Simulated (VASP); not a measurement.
# Be (C2/c) in VASP: notebook

The runs below take Be through single point, with LDA.

Everything below comes from runs of VASP 6.6.1. Logs are shortened: lines on timing, memory, paths and dates and some standing lists are left out, and cuts for length are marked.

## Step 1: The cell of the first run

The typed cell holds 2 atoms: a = 2.287 Å, b = 2.287 Å, c = 4.265 Å, α = 105.53°, β = 105.53°, γ = 120.02°.

## Step 2: Single point, LDA (volume scaled by 1.08)

Contents of INCAR:

```
PREC = Accurate ; ENCUT = 520
EDIFF = 1E-6 ; ISMEAR = -1
SIGMA = 0.1 ; LREAL = False
LASPH = True ; NELM = 60
ALGO = Normal ; ISIF = 2
LWAVE = False ; LCHARG = False
GGA = CA ; NBANDS = 9
```

Contents of KPOINTS:

```
regular mesh
0
Gamma
  30 30 15
```

Contents of POSCAR:

```
Be
1.0
   -1.5392436998      1.2620109706      1.1261757689
    1.2620109706     -1.5392436998      1.1261757689
    2.7858040527      2.7858040527     -1.6339280201
Be
2
Direct
    0.9583948535      0.0416051465      0.0000000000
    0.7916051465      0.2083948535      0.5000000000
```

Potentials or basis: VASP PAW LDA potentials, release 64 (Be).

Run with:

```bash
$ cat potpaw_LDA.64/Be/POTCAR > POTCAR
$ mpirun -np 1 vasp_std > vasp.out
```

OUTCAR:

```text
PREC = Accurate
   ENCUT = 520
   EDIFF = 1E-6
   ISMEAR = -1
   LREAL = False
   LASPH = True
   NELM = 60
   ISIF = 2
   GGA = CA

 ion  position               nearest neighbor table
   1  0.958  0.042  0.000-   2 2.23   2 2.23   2 2.23   2 2.23   2 2.23   2 2.23
   2  0.792  0.208  0.500-   1 2.23   1 2.23   1 2.23   1 2.23   1 2.23   1 2.23

  Warning from LATTYP: Got some problem with cell dimensions!
  Tried to take original basis but could not verify dimensions!
  LATTYP: Found a base centered monoclinic cell.
 ALAT       =     2.2862203354
 B/A-ratio  =     1.7328042644
 C/A-ratio  =     1.5751560000
 COS(beta)  =    -0.0002418322

  Lattice vectors:

 A1 = (   1.5392436998,  -1.2620109706,  -1.1261757689)
 A2 = (  -1.2620109706,   1.5392436998,  -1.1261757689)
 A3 = (   2.5085713235,   2.5085713235,   0.6184235177)

Analysis of symmetry for initial positions (statically):
=====================================================================
 Subroutine PRICEL returns:
 Original cell was already a primitive cell.

 Routine SETGRP: Setting up the symmetry group for a
 base centered monoclinic supercell.

 Subroutine GETGRP returns: Found  4 space group operations
 (whereof  2 operations were pure point group operations)
 out of a pool of  4 trial point group operations.

The static configuration has the point symmetry C_2 .
 The point group associated with its full space group is C_2h.

Analysis of symmetry for dynamics (positions and initial velocities):
=====================================================================
 Subroutine PRICEL returns:
 Original cell was already a primitive cell.

 Routine SETGRP: Setting up the symmetry group for a
 base centered monoclinic supercell.

 Subroutine GETGRP returns: Found  4 space group operations
 (whereof  2 operations were pure point group operations)
 out of a pool of  4 trial point group operations.

The dynamic configuration has the point symmetry C_2 .
 The point group associated with its full space group is C_2h.

 Subroutine INISYM returns: Found  4 space group operations
 (whereof  2 operations are pure point group operations),
 and found     1 'primitive' translations

----------------------------------------------------------------------------------------

                                     Primitive cell

[... 86 lines left out ...]
   LSORBIT =      F    spin-orbit coupling
   LASPH  =      T    aspherical Exc in radial PAW
   ENCUT  =  520.0 eV  38.22 Ry    6.18 a.u.   4.25  4.25  7.93*2*pi/ulx,y,z
   NELM   =     60;   NELMIN=  2; NELMDL= -5     # of ELM steps
   EDIFF  = 0.1E-05   stopping-criterion for ELM
   LREAL  =      F    real-space projection
   EDIFFG = 0.1E-04   stopping-criterion for IOM
   NSW    =      0    number of steps for IOM
   IBRION =     -1    ionic relax: 0-MD 1-quasi-New 2-CG
   NFREE  =      0    steps in history (QN), initial steepest desc. (CG)
   ISIF   =      2    stress and relaxation
   ISYM   =      2    0-nonsym 1-usesym 2-fastsym
   POTIM  = 0.5000    time-step for ionic-motion
   TEBEG  =    0.0;   TEEND  =   0.0 temperature during run
   PSTRESS=    0.0 pullay stress
   NELECT =       4.0000    total number of electrons
   NUPDOWN=      -1.0000    fix difference up-down
   EMIN   =  10.00;   EMAX   =-10.00  energy-range for DOS
   EFERMI =   0.00;   METHOD = LEGACY
   ISMEAR =    -1;   SIGMA  =   0.10  broadening in eV -4-tet -1-fermi 0-gaus
   EFERMI_NEDOS =   21; number of points for ismear=-14 and -15
   IALGO  =     38    algorithm
   IMIX   =      4    mixing-type and parameters
     AMIX     =   0.40;   BMIX     =  1.00
     AMIX_MAG =   1.60;   BMIX_MAG =  1.00
  volume/ion in A,a.u.               =       8.15        55.03
  Fermi-wavevector in a.u.,A,eV,Ry     =   1.024776  1.936546 14.288381  1.050166
  Thomas-Fermi vector in A             =   2.158581
   LORBIT       =      0    0 simple, 1 ext, 2 COOP (PROOUT), +10 PAW based schemes
   GGA     = CA    functional components
   LHFCALC =     F    Hartree Fock is set to
   AEXX    =    0.0000 exact exchange contribution
   IVDW    =     0    specifies the selected vdW correction
   LEPSILON=     F    determine dielectric tensor
   LRPA    =     F    only Hartree local field effects (RPA)
 non-spin polarized calculation
  energy-cutoff  :      520.00
  volume of cell :       16.31
 maximum number of plane-waves:       461
 NGX is ok and might be reduce to    18
   NGX =  9   NGY =  9   NGZ = 15

 number of electron       4.0000000 magnetization

 Free energy of the ion-electron system (eV)
  ---------------------------------------------------
  ext. energy  EPLUGINS =         0.00000000
  ---------------------------------------------------
  free energy    TOTEN  =        -8.39029851 eV

  energy without entropy =       -8.38650815  energy(sigma->0) =       -8.38840333

 E-fermi :   6.5376     XC(G=0): -10.5203

 val. band max:        6.5135565108   @ k =  -0.4667   0.1667   0.2667
 cond. band min:       6.5489697264   @ k =  -0.4000   0.2000   0.2000
 fundamental gap:      0.0354132156
 Fermi energy:         6.5376033042

 k-point     1 :       0.0000    0.0000    0.0000
  band No.  band energies     occupation
      1      -4.5102      2.00000
      2       2.1970      2.00000
      3       7.6453      0.00003
      4      21.8739      0.00000
      5      21.8871      0.00000
      6      24.6458      0.00000
      7      24.6514      0.00000
      8      26.5654      0.00000
      9      33.2501      0.00000
[... 265 lines left out ...]
 k-point    24 :       0.2667    0.0333   -0.0000
  band No.  band energies     occupation
      1      -1.4810      2.00000
      2       1.8872      2.00000
      3      11.5758      0.00000
      4      14.5202      0.00000
      5      17.1583      0.00000
      6      18.2419      0.00000
      7      21.5245      0.00000
      8      22.6310      0.00000
      9      26.8383      0.00000

 [... further k-points ...]
[... 5 lines left out ...]
  --------------------------------------------------------------------------------------
  -------------------------------------------------------------------------------------
  Total       -0.8834346     -0.8834346     -0.8460658     -0.0340629     -0.0119803     -0.0119803
  in kB      -86.7935943    -86.7935943    -83.1222729     -3.3465328     -1.1770088     -1.1770088
  external PRESSURE =     -85.5698205 kB  Pullay stress =       0.0000000 kB

 VOLUME and BASIS-vectors are now :
 -----------------------------------------------------------------------------
  energy-cutoff  :      520.00
  volume of cell :       16.31
      direct lattice vectors                 reciprocal lattice vectors
    -1.539243700  1.262010971  1.126175769    -0.038158968  0.318823926  0.478526329
     1.262010971 -1.539243700  1.126175769     0.318823926 -0.038158968  0.478526329
     2.785804053  2.785804053 -1.633928020     0.193446756  0.193446756  0.047621138

 POSITION                                       TOTAL-FORCE (eV/Angst)
 -----------------------------------------------------------------------------------
     -1.42270      1.14546      1.12618         0.000523     -0.000523      0.000000
      0.43743      2.07115      0.30921        -0.000523      0.000523     -0.000000
 -----------------------------------------------------------------------------------
    total drift:                               -0.000000      0.000000     -0.000000

  FREE ENERGIE OF THE ION-ELECTRON SYSTEM (eV)
  ---------------------------------------------------
  free  energy   TOTEN  =        -8.3902985095 eV

  energy  without entropy=       -8.3865081480  energy(sigma->0) =       -8.38840333
```

OSZICAR:

```text
N       E                     dE             d eps       ncg     rms          rms(c)
DAV:   1    -0.402518258987E+01   -0.40252E+01   -0.19044E+03 63576   0.365E+02
DAV:   2    -0.837909605490E+01   -0.43539E+01   -0.42576E+01 89478   0.470E+01
DAV:   3    -0.843417316932E+01   -0.55077E-01   -0.54558E-01 69222   0.378E+00
DAV:   4    -0.843422992537E+01   -0.56756E-04   -0.56754E-04 76092   0.112E-01
DAV:   5    -0.843422993219E+01   -0.68241E-08   -0.66694E-08 68031   0.148E-03    0.118E+00
DAV:   6    -0.840439493366E+01    0.29835E-01   -0.19700E-03 69168   0.269E-01    0.715E-01
DAV:   7    -0.839030624566E+01    0.14089E-01   -0.34110E-03 72453   0.345E-01    0.170E-02
DAV:   8    -0.839029929906E+01    0.69466E-05   -0.10787E-05 68506   0.258E-02    0.481E-03
DAV:   9    -0.839029850951E+01    0.78955E-06   -0.41861E-07 63489   0.496E-03
   1 F= -.83902985E+01 E0= -.83884033E+01  d E =-.379036E-02
```

It took 6.6 min on 1 thread of Oxide Virtual Turin-like, shared host; peak memory 0.47 GiB.

What came out:

* Free energy: -8.3903 eV
* Pressure: -8.6 GPa
* Band gap on the k mesh: zero (band 2 reaches 7.55 eV, above the bottom of band 3 at 5.45 eV)

Stress tensor (GPa, compression positive):
```
-8.68 -0.33 -0.12
-0.33 -8.68 -0.12
-0.12 -0.12 -8.31
```

## Step 3: Single point, LDA (volume scaled by 1.12)

Contents of INCAR:

```
SYSTEM = Be
  PREC = Accurate
  ENCUT = 520
  EDIFF = 1E-7
  ISMEAR = -1
  SIGMA = 0.1
  LREAL = .FALSE.
  LASPH = .TRUE.
  NELM = 60
  ALGO = Normal
  ISIF = 2
  LWAVE = .FALSE.
  LCHARG = .TRUE.
  GGA = CA
  LELF = .TRUE.
  LVHAR = .TRUE.
  NBANDS = 9
```

Contents of KPOINTS:

```
regular mesh
0
G
  30 30 15
  0 0 0
```

Contents of POSCAR:

```
Be
1.0
   -1.5580168146      1.2774028653      1.1399109734
    1.2774028653     -1.5580168146      1.1399109734
    2.8197806214      2.8197806214     -1.6538559356
Be
2
Direct
    0.9583948535      0.0416051465      0.0000000000
    0.7916051465      0.2083948535      0.5000000000
```

Potentials or basis: VASP PAW LDA potentials, release 64 (Be).

Run with:

```bash
$ cat potpaw_LDA.64/Be/POTCAR > POTCAR
$ mpirun -np 1 vasp_std > vasp.out
```

Run time: 6.4 min. Hardware: 1 thread of Oxide Virtual Turin-like, shared host; peak memory 0.49 GiB.

The run converged. Its results:

```yaml
Free_energy: -8.3513 eV
Pressure: -12.0 GPa
Band_gap_on_the_k_mesh: zero (band 2 reaches 7.25 eV, above the bottom of band 3 at 5.20 eV)
```

Stress tensor (GPa, compression positive):
```
-12.24  -0.58  -0.18
 -0.58 -12.24  -0.18
 -0.18  -0.18 -11.64
```

Levels at points of the mesh, in eV from the Fermi level:
| k point | band 1 | band 2 | band 3 | band 4 | band 5 |
| --- | --- | --- | --- | --- | --- |
| (0.00, 0.00, 0.00) | -10.87 | -4.22 | 0.98 | 14.89 | 14.90 |
| (0.50, 0.00, 0.00) | -3.45 | -3.45 | 1.43 | 1.44 | 11.24 |
| (0.50, 0.50, 0.00) | -4.76 | -3.04 | 3.39 | 6.24 | 6.29 |
